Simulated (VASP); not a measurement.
# BaTiO3 (P4/mmm) in VASP: notebook

BaTiO3 is run at these levels: r2SCAN; tasks: single point.

Program: VASP 6.6.1. These are calculated values, not measurements. Logs are shortened: lines on timing, memory, paths and dates and some standing lists are left out, and cuts for length are marked.

## (1) The cell of the first run

The structure is tetragonal, space group P4/mmm (No. 123). The conventional cell has a = 3.994 Å, b = 3.994 Å, c = 3.934 Å, α = 90.00°, β = 90.00°, γ = 90.00°. Within 3.7 Å of Ba (site symmetry 4/mmm) lie 12 O at 2.80 to 2.82 Å and 8 Ti at 3.44 Å. Ti (site symmetry 4/mmm) has 6 O at 1.97 to 2.00 Å within 2.6 Å. O (site symmetry mmm) has 2 Ti at 2.00 Å within 2.6 Å. O (site symmetry 4/mmm) has 2 Ti at 1.97 Å within 2.6 Å.

## (2) Single point, r2SCAN (strain -0.0150 x Voigt [0, 0, 1, 0, 0, 0])

Contents of POSCAR:

```
BaTiO3
1.0
    3.9940382582      0.0000000000      0.0000000000
    0.0000000000      3.9940382582      0.0000000000
    0.0000000000      0.0000000000      3.9341276843
Ba Ti O
1 1 3
Direct
    0.5000000000      0.5000000000      0.5000000000
    0.0000000000      0.0000000000      0.0000000000
    0.5000000000      0.0000000000      0.0000000000
    0.0000000000      0.5000000000      0.0000000000
    0.0000000000      0.0000000000      0.5000000000
```

Contents of INCAR.step1:

```
PREC     = Accurate       # precision mode
ENCUT    = 520            # plane-wave cutoff, eV
ISMEAR   = 0              # smearing method
SIGMA    = 0.05           # smearing width, eV
LREAL    = False          # projectors in reciprocal space
LASPH    = True           # aspherical terms in the spheres
NELM     = 100            # most SCF steps
NBANDS   = 28             # bands
GGA      = PE             # functional
ALGO     = Normal         # electronic algorithm
EDIFF    = 1E-4           # SCF threshold, eV
LWAVE    = True           # write WAVECAR
LCHARG   = False          # write CHGCAR
```

Contents of INCAR.step2:

```
PREC     = Accurate       # precision mode
ENCUT    = 520            # plane-wave cutoff, eV
EDIFF    = 1E-6           # SCF threshold, eV
ISMEAR   = 0              # smearing method
SIGMA    = 0.05           # smearing width, eV
LREAL    = False          # projectors in reciprocal space
LASPH    = True           # aspherical terms in the spheres
NELM     = 100            # most SCF steps
ALGO     = Normal         # electronic algorithm
ISIF     = 2              # what is computed and relaxed
LWAVE    = False          # write WAVECAR
LCHARG   = True           # write CHGCAR
METAGGA  = R2SCAN         # meta-GGA
LMIXTAU  = True         
LELF     = True           # ELF
LVHAR    = True         
NBANDS   = 28             # bands
ISTART   = 1
```

Contents of KPOINTS:

```
Automatic mesh
0
Gamma
  8 8 8
```

Potentials or basis: VASP PAW PBE potentials, release 64 (Ba_sv, Ti_sv, O).

Launch:

```sh
$ cat potpaw_PBE.64/Ba_sv/POTCAR potpaw_PBE.64/Ti_sv/POTCAR potpaw_PBE.64/O/POTCAR > POTCAR
$ cp INCAR.step1 INCAR
$ mpirun -np 1 vasp_std > vasp.out
$ cp INCAR.step2 INCAR
$ mpirun -np 1 vasp_std > vasp.out
```

OUTCAR:

```text
PREC = Accurate
   ENCUT = 520
   EDIFF = 1E-6
   ISMEAR = 0
   LREAL = False
   LASPH = True
   NELM = 100
   ISIF = 2
   METAGGA = R2SCAN
   ISTART = 1

 ion  position               nearest neighbor table
   1  0.500  0.500  0.500-   3 2.80   4 2.80   3 2.80   4 2.80   3 2.80   3 2.80   4 2.80   4 2.80
                             5 2.82   5 2.82   5 2.82   5 2.82   2 3.44   2 3.44   2 3.44   2 3.44
   2  0.000  0.000  0.000-   5 1.97   5 1.97   3 2.00   4 2.00   4 2.00   3 2.00   1 3.44   1 3.44
                             1 3.44   1 3.44   1 3.44   1 3.44   1 3.44   1 3.44
   3  0.500  0.000  0.000-   2 2.00   2 2.00   1 2.80   1 2.80   1 2.80   1 2.80
   4  0.000  0.500  0.000-   2 2.00   2 2.00   1 2.80   1 2.80   1 2.80   1 2.80
   5  0.000  0.000  0.500-   2 1.97   2 1.97   1 2.82   1 2.82   1 2.82   1 2.82

  LATTYP: Found a simple tetragonal cell.
 ALAT       =     3.9940382582
 C/A-ratio  =     0.9850000000

  Lattice vectors:

 A1 = (   3.9940382582,   0.0000000000,   0.0000000000)
 A2 = (   0.0000000000,   3.9940382582,   0.0000000000)
 A3 = (   0.0000000000,   0.0000000000,   3.9341276843)

Analysis of symmetry for initial positions (statically):
=====================================================================
 Subroutine PRICEL returns:
 Original cell was already a primitive cell.

 Routine SETGRP: Setting up the symmetry group for a
 simple tetragonal supercell.

 Subroutine GETGRP returns: Found 16 space group operations
 (whereof 16 operations were pure point group operations)
 out of a pool of 16 trial point group operations.

The static configuration has the point symmetry D_4h.

Analysis of symmetry for dynamics (positions and initial velocities):
=====================================================================
 Subroutine PRICEL returns:
 Original cell was already a primitive cell.

 Routine SETGRP: Setting up the symmetry group for a
 simple tetragonal supercell.

 Subroutine GETGRP returns: Found 16 space group operations
 (whereof 16 operations were pure point group operations)
 out of a pool of 16 trial point group operations.

The dynamic configuration has the point symmetry D_4h.

 Subroutine INISYM returns: Found 16 space group operations
 (whereof 16 operations are pure point group operations),
 and found     1 'primitive' translations

[... 100 lines left out ...]
   EDIFF  = 0.1E-05   stopping-criterion for ELM
   LREAL  =      F    real-space projection
   EDIFFG = 0.1E-04   stopping-criterion for IOM
   NSW    =      0    number of steps for IOM
   IBRION =     -1    ionic relax: 0-MD 1-quasi-New 2-CG
   NFREE  =      0    steps in history (QN), initial steepest desc. (CG)
   ISIF   =      2    stress and relaxation
   ISYM   =      2    0-nonsym 1-usesym 2-fastsym
   POTIM  = 0.5000    time-step for ionic-motion
   TEBEG  =    0.0;   TEEND  =   0.0 temperature during run
   PSTRESS=    0.0 pullay stress
   NELECT =      40.0000    total number of electrons
   NUPDOWN=      -1.0000    fix difference up-down
   EMIN   =  10.00;   EMAX   =-10.00  energy-range for DOS
   EFERMI =   0.00;   METHOD = LEGACY
   ISMEAR =     0;   SIGMA  =   0.05  broadening in eV -4-tet -1-fermi 0-gaus
   EFERMI_NEDOS =   21; number of points for ismear=-14 and -15
   IALGO  =     38    algorithm
   IMIX   =      4    mixing-type and parameters
     AMIX     =   0.40;   BMIX     =  1.00
     AMIX_MAG =   1.60;   BMIX_MAG =  1.00
  volume/ion in A,a.u.               =      12.55        84.70
  Fermi-wavevector in a.u.,A,eV,Ry     =   1.408869  2.662376 27.006355  1.984911
  Thomas-Fermi vector in A             =   2.530983
   LORBIT       =      0    0 simple, 1 ext, 2 COOP (PROOUT), +10 PAW based schemes
   METAGGA = R2SCAN    functional components
   LHFCALC =     F    Hartree Fock is set to
   AEXX    =    0.0000 exact exchange contribution
   IVDW    =     0    specifies the selected vdW correction
   LEPSILON=     F    determine dielectric tensor
   LRPA    =     F    only Hartree local field effects (RPA)
 non-spin polarized calculation
 Gauss-broadening in eV      SIGMA  =   0.05
  energy-cutoff  :      520.00
  volume of cell :       62.76
 maximum number of plane-waves:      1727
 NGX is ok and might be reduce to    30
   NGX = 15   NGY = 15   NGZ = 15

 number of electron      39.9999981 magnetization

 Free energy of the ion-electron system (eV)
  ---------------------------------------------------
  ext. energy  EPLUGINS =         0.00000000
  ---------------------------------------------------
  free energy    TOTEN  =       -74.20194912 eV

  energy without entropy =      -74.20194912  energy(sigma->0) =      -74.20194912

 E-fermi :   4.0227     XC(G=0): -12.0419

 val. band max:        3.7118461174   @ k =   0.5000   0.5000   0.5000
 cond. band min:       5.8653723461   @ k =   0.0000   0.0000   0.0000
 fundamental gap:      2.1535262287
 Fermi energy:         4.0227387543

 k-point     1 :       0.0000    0.0000    0.0000
  band No.  band energies     occupation
      1     -55.0809      2.00000
      2     -30.2595      2.00000
      3     -30.2487      2.00000
      4     -30.2487      2.00000
      5     -21.7244      2.00000
      6     -14.2176      2.00000
[... 733 lines left out ...]
     27      12.4111      0.00000
     28      13.3361      0.00000

 [... further k-points ...]

------------------------ aborting loop because EDIFF is reached ----------------------------------------

  FORCE on cell =-STRESS in cart. coord.  units (eV):
  Direction    XX          YY          ZZ          XY          YZ          ZX
  --------------------------------------------------------------------------------------
  -------------------------------------------------------------------------------------
  Total        1.5056695      1.5056695      2.8559752      0.0000000      0.0000000      0.0000000
  in kB       38.4385810     38.4385810     72.9108438      0.0000000      0.0000000      0.0000000
  external PRESSURE =      49.9293353 kB  Pullay stress =       0.0000000 kB

 VOLUME and BASIS-vectors are now :
 -----------------------------------------------------------------------------
  energy-cutoff  :      520.00
  volume of cell :       62.76
      direct lattice vectors                 reciprocal lattice vectors
     3.994038258  0.000000000  0.000000000     0.250373165  0.000000000  0.000000000
     0.000000000  3.994038258  0.000000000     0.000000000  0.250373165  0.000000000
     0.000000000  0.000000000  3.934127684     0.000000000  0.000000000  0.254185954

 POSITION                                       TOTAL-FORCE (eV/Angst)
 -----------------------------------------------------------------------------------
      1.99702      1.99702      1.96706         0.000000      0.000000      0.000000
      0.00000      0.00000      0.00000         0.000000      0.000000      0.000000
      1.99702      0.00000      0.00000         0.000000      0.000000      0.000000
      0.00000      1.99702      0.00000         0.000000      0.000000      0.000000
      0.00000      0.00000      1.96706         0.000000      0.000000      0.000000
 -----------------------------------------------------------------------------------
    total drift:                                0.000000     -0.000000      0.000000

  FREE ENERGIE OF THE ION-ELECTRON SYSTEM (eV)
  ---------------------------------------------------
  free  energy   TOTEN  =       -74.2019491201 eV

  energy  without entropy=      -74.2019491201  energy(sigma->0) =      -74.20194912
```

OSZICAR.step1:

```text
N       E                     dE             d eps       ncg     rms          rms(c)
DAV:   1     0.427759289158E+03    0.42776E+03   -0.20434E+04  4200   0.152E+03
DAV:   2    -0.705128112651E+01   -0.43481E+03   -0.41349E+03  4832   0.420E+02
DAV:   3    -0.487465817367E+02   -0.41695E+02   -0.41245E+02  4976   0.134E+02
DAV:   4    -0.507931340180E+02   -0.20466E+01   -0.20427E+01  6572   0.264E+01
DAV:   5    -0.508289148925E+02   -0.35781E-01   -0.35768E-01  5412   0.336E+00    0.234E+01
DAV:   6    -0.400749790564E+02    0.10754E+02   -0.56723E+01  5716   0.670E+01    0.976E+00
DAV:   7    -0.400339797814E+02    0.40999E-01   -0.91921E+00  5464   0.220E+01    0.671E+00
DAV:   8    -0.398907232484E+02    0.14326E+00   -0.74909E-01  5284   0.777E+00    0.308E+00
DAV:   9    -0.399316179074E+02   -0.40895E-01   -0.23934E-01  5624   0.367E+00    0.138E+00
DAV:  10    -0.399095481189E+02    0.22070E-01   -0.11610E-01  4652   0.365E+00    0.267E-01
DAV:  11    -0.399089283758E+02    0.61974E-03   -0.71186E-03  5560   0.600E-01    0.921E-02
DAV:  12    -0.399089049773E+02    0.23399E-04   -0.41748E-04  4544   0.165E-01
   1 F= -.39908905E+02 E0= -.39908905E+02  d E =-.324374E-20
```

Wall time 3.7 min (1 thread of Intel Xeon Platinum 8559C (Emerald Rapids), shared host); peak memory 0.26 GiB.

What came out:

```yaml
Free_energy: -74.2019 eV
Pressure: 5.0 GPa
Band_gap_on_the_k_mesh: 2.15 eV (least direct gap 2.29 eV)
```

Stress tensor (GPa, compression positive):
```
3.84 0.00 0.00
0.00 3.84 0.00
0.00 0.00 7.29
```

Caveat: the cell differs from its parent crystal (strain -0.0150 x Voigt [0, 0, 1, 0, 0, 0]); the cell stands under pressure; the PAW data sets were made with another functional, which shifts forces and pressure a little; spin-orbit coupling is left out, which moves the levels of the heavy elements.

## (3) Single point, r2SCAN (strain +0.0150 x Voigt [0, 0, 1, 0, 0, 0])

Changes to POSCAR since step 2:

```diff
@@ -4,3 +4,3 @@
     0.0000000000      3.9940382582      0.0000000000
-    0.0000000000      0.0000000000      3.9341276843
+    0.0000000000      0.0000000000      4.0539488321
 Ba Ti O
```

Contents of INCAR.step1:

```
SYSTEM = BaTiO3
ALGO = Normal
EDIFF = 1E-4
ENCUT = 520
GGA = PE
ISMEAR = 0
LASPH = .True.
LCHARG = .False.
LREAL = .False.
LWAVE = .True.
NBANDS = 28
NELM = 60
PREC = Accurate
SIGMA = 0.05
```

Contents of INCAR.step2:

```
SYSTEM = BaTiO3
ALGO = Normal
EDIFF = 1E-7
ENCUT = 520
ISIF = 2
ISMEAR = 0
ISTART = 1
LASPH = .True.
LCHARG = .True.
LELF = .True.
LMIXTAU = .True.
LREAL = .False.
LVHAR = .True.
LWAVE = .False.
METAGGA = R2SCAN
NBANDS = 28
NELM = 60
PREC = Accurate
SIGMA = 0.05
```

Contents of KPOINTS:

```
k-points
0
Gamma
  8 8 8
  0 0 0
```

Potentials or basis: VASP PAW PBE potentials, release 64 (Ba_sv, Ti_sv, O).

Launch:

```sh
$ cat potpaw_PBE.64/Ba_sv/POTCAR potpaw_PBE.64/Ti_sv/POTCAR potpaw_PBE.64/O/POTCAR > POTCAR
$ cp INCAR.step1 INCAR
$ mpirun -np 1 vasp_std > vasp.out
$ cp INCAR.step2 INCAR
$ mpirun -np 1 vasp_std > vasp.out
```

Run time: 3.7 min. Hardware: 1 thread of Intel Xeon Platinum 8559C (Emerald Rapids), shared host; peak memory 0.26 GiB.

The run converged. Its results:

* Free energy: -74.2297 eV
* Pressure: -0.7 GPa
* Band gap on the k mesh: 2.09 eV (least direct gap 2.26 eV)

Stress tensor (GPa, compression positive):
```
 0.28  0.00  0.00
 0.00  0.28  0.00
 0.00  0.00 -2.57
```

Levels at points of the mesh, in eV from the valence-band top:
```
           k point  band 17  band 18  band 19  band 20  band 21  band 22  band 23  band 24
(0.00, 0.00, 0.00)    -1.11    -0.19    -0.18    -0.18     2.09     2.09     2.11     4.03
(0.50, 0.00, 0.00)    -1.89    -1.89    -0.78    -0.76     2.24     3.82     3.83     4.07
(0.50, 0.50, 0.00)    -1.80    -0.83    -0.83    -0.08     3.83     3.83     4.29     4.90
(0.00, 0.00, 0.50)    -1.72    -1.72    -0.76    -0.76     2.25     3.70     3.70     4.15
(0.50, 0.00, 0.50)    -1.81    -0.96    -0.95    -0.12     3.71     3.84     4.21     5.04
(0.50, 0.50, 0.50)    -2.40    -0.03    -0.03     0.00     4.44     4.44     4.52     7.32
```

Caveat: the cell differs from its parent crystal (strain +0.0150 x Voigt [0, 0, 1, 0, 0, 0]); the PAW data sets were made with another functional, which shifts forces and pressure a little; spin-orbit coupling is left out, which moves the levels of the heavy elements. A k mesh can miss the band edges.
